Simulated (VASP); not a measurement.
Sr2SO:

```
CELL_PARAMETERS angstrom
4.04324 0.00000 0.00000
0.00000 4.04324 0.00000
0.00000 0.00000 5.71800
ATOMIC_POSITIONS crystal
Sr 0.50000 0.50000 0.50000
Sr 0.00000 0.00000 0.00000
S 0.00000 0.00000 0.50000
O 0.50000 0.50000 0.00000
```

Base run:

```yaml
Program: VASP 6.6.1
Functional: RPBE
Potentials_or_basis: VASP PAW PBE potentials, release 64 (Sr_sv, S, O)
Cutoff: 520 eV
k_mesh: 5 × 5 × 4
Occupations: fermi-dirac, width 0.05 eV
Spin: no spin polarisation
```

Its results: band gap on the k mesh 2.24 eV, direct; pressure 2.1 GPa.

After a change of settings the same cell gave: band gap on the k mesh 2.19 eV, direct; pressure 0.0 GPa. Which change was it?
A. functional from RPBE to LDA; potentials or basis from VASP PAW PBE potentials, release 64 (Sr_sv, S, O) to VASP PAW LDA potentials, release 64 (Sr_sv, S, O)
B. functional from RPBE to PBE
C. functional from RPBE to PBEsol; further incar settings from ALGO = Normal; EDIFF = 1e-06; NBANDS = 24 to ALGO = Normal; EDIFF = 1e-07; NBANDS = 24

B.

PBE binds more tightly than RPBE, so the same cell stands under less pressure.

Caveats: the PAW data sets were made with another functional, which shifts forces and pressure a little (some runs).
